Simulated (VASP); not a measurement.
Here is a VASP 6.6.1 calculation.

Contents of INCAR:

```
SYSTEM = NaTa6
  ALGO = Normal
  DIPOL = 0.5 0.5 0.348
  EDIFF = 1E-6
  ENCUT = 520
  GGA = PS
  IDIPOL = 3
  ISIF = 2
  ISMEAR = 0
  LASPH = .True.
  LCHARG = .False.
  LDIPOL = .True.
  LREAL = .False.
  LWAVE = .False.
  NBANDS = 46
  NELM = 60
  PREC = Accurate
  SIGMA = 0.1
```

File KPOINTS:

```
k-points
0
Gamma
  6 6 1
  0 0 0
```

POSCAR

```
NaTa6
1.0
    4.6392671641      0.0000000000      0.0000000000
   -2.3196335821      4.0177232191      0.0000000000
    0.0000000000      0.0000000000     19.9438808552
Ta Na
6 1
Direct
    0.6666666667      0.3333333333      0.2005627706
    0.3333333333      0.6666666667      0.2480453268
    0.0000000000      0.0000000000      0.2955278831
    0.6666666667      0.3333333333      0.3400187737
    0.3333333333      0.6666666667      0.3814681521
    0.0000000000      0.0000000000      0.4233820346
    0.1111111111      0.4444444444      0.5449632369
```

Potentials or basis: VASP PAW PBE potentials, release 64 (Ta_pv, Na_pv).

The run is started by

```bash
$ cat potpaw_PBE.64/Ta_pv/POTCAR potpaw_PBE.64/Na_pv/POTCAR > POTCAR
$ mpirun -np 1 vasp_std > vasp.out
```

Task: Estimate the largest force.

Result: 1.851 eV/Å.

Task: Estimate the band gap on the k mesh.

Result: Zero (an odd number of electrons rules out a gap without spin polarisation).

Forces on the atoms (eV/Å):
```
Ta   0.002  0.007  1.761
Ta  -0.005 -0.001 -0.033
Ta   0.013  0.005 -1.851
Ta   0.021  0.009  0.074
Ta  -0.005 -0.045  0.195
Ta   0.088 -0.324 -0.147
Na  -0.113  0.349  0.000
```

Caveat: the PAW data sets were made with another functional, which shifts forces and pressure a little; spin-orbit coupling is left out, which moves the levels of the heavy elements.
